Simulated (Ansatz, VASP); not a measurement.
# Be in VASP and in Ansatz

File INCAR:

```
PREC = Accurate ; ENCUT = 520
EDIFF = 1E-6 ; ISMEAR = -1
SIGMA = 0.05 ; LREAL = False
LASPH = True ; NELM = 60
ALGO = Normal ; ISIF = 2
LWAVE = False ; LCHARG = False
GGA = PS ; NBANDS = 12
```

KPOINTS

```
regular mesh
0
Gamma
  9 9 14
```

POSCAR

```
Be
1.0
    3.7468140000      0.0187340700      0.0187340700
    0.0187340700      3.7468140000      0.0187340700
    0.0114064000      0.0114064000      2.2812800000
Be
4
Direct
    0.2974080000      0.2974080000      0.0000000000
    0.7025920000      0.7025920000      0.0000000000
    0.2025920000      0.7974080000      0.5000000000
    0.7974080000      0.2025920000      0.5000000000
```

Input for Ansatz:

```yaml
crystal:
  lattice:
    - [3.746814, 0.01873407, 0.01873407]
    - [0.01873407, 3.746814, 0.01873407]
    - [0.0114064, 0.0114064, 2.28128]
  atoms:
    - { symbol: Be, position: [0.297408, 0.297408, 0.0] }
    - { symbol: Be, position: [0.702592, 0.702592, 0.0] }
    - { symbol: Be, position: [0.202592, 0.797408, 0.5] }
    - { symbol: Be, position: [0.797408, 0.202592, 0.5] }
kpoints:
  mp_grid: { grid: [9, 9, 14] }
  band_path:
    path:
      - [0.0, 0.0, 0.0]
      - [0.4950862661, -0.4950862661, 0.0]
      - [-0.4950862661, -0.5049137339, 0.0]
      - [-0.5, -0.5, 0.0]
      - [0.0, 0.0, 0.0]
      - [-0.5, -0.5, -0.5]
      - [-0.4870158638, -0.5129841362, -0.5]
      - [0.4870158638, -0.4870158638, -0.5]
      - [0.0, 0.0, -0.5]
    npoints: 5
scf:
  occupations: { method: fermi_dirac, width: 0.05 }
hamiltonian:
  xc: pbesol
  pseudopotentials: { kind: all_electron, lapw: { basis_error: 0.001 } }
output:
  forces: true
  stress: true
  eigenvalues: true
```

Change from the starting cell: equal xy, yz and zx shear strains of +1 %.

Alike in both runs: task single point; functional PBEsol; k mesh 9 × 9 × 14; occupations fermi-dirac, width 0.05 eV; no spin polarisation.

```csv
,VASP,Ansatz
version,VASP 6.6.1,Ansatz 0.2.0
potentials or method,"VASP PAW PBE potentials, release 64 (Be), cutoff 520 eV","all-electron LAPW, scalar-relativistic"
```

|  | VASP | Ansatz | Ansatz less VASP |
| --- | --- | --- | --- |
| pressure (GPa) | -0.7 | -1.2 | -0.44 |
| traceless stress, the component that is largest in VASP (GPa) | -1.68 | -1.68 | +0.003 |
| rms of the force components (eV/Å) | 0.014 | 0.014 | -0.0002 |

VASP's potentials were made for PBE, not for PBEsol. Atom by atom the forces differ by 0.002 eV/Å (rms over components). Ansatz ran all-electron here, and VASP with PAW potentials.
